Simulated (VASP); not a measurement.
Here is a VASP 6.6.1 calculation.

The input INCAR:

```
PREC = Accurate ; ENCUT = 520
EDIFF = 1E-7 ; ISMEAR = 0
SIGMA = 0.1 ; LREAL = F
LASPH = T ; NELM = 60
ALGO = Fast ; ISIF = 2
LWAVE = F ; LCHARG = F
GGA = PE ; NBANDS = 22
```

KPOINTS

```
regular mesh
0
Gamma
  18 18 6
```

File POSCAR:

```
Re
1.0
    2.7767253401      0.0000000000      0.0000000000
   -1.3883626700      2.4047146838      0.0000000000
    0.0000000000      0.0000000000      8.9505499604
Re
4
Direct
    0.0000000000      0.0000000000      0.0000000000
    0.3333333333      0.6666666667      0.2500000000
    0.0000000000      0.0000000000      0.5000000000
    0.6666666667      0.3333333333      0.7500000000
```

Potentials or basis: VASP PAW PBE potentials, release 64 (Re).

The run is started by

```bash
$ cat potpaw_PBE.64/Re/POTCAR > POTCAR
$ mpirun -np 1 vasp_std > vasp.out
```

Task: Predict the pressure.

Result: -0.5 GPa.

Task: What does it give for the band gap on the k mesh?

Result: Zero (band 14 reaches 8.98 eV, above the bottom of band 15 at 6.49 eV).

Stress tensor (GPa, compression positive):
```
-0.48  0.00  0.00
 0.00 -0.48  0.00
 0.00  0.00 -0.58
```

Caveat: spin-orbit coupling is left out, which moves the levels of the heavy elements.
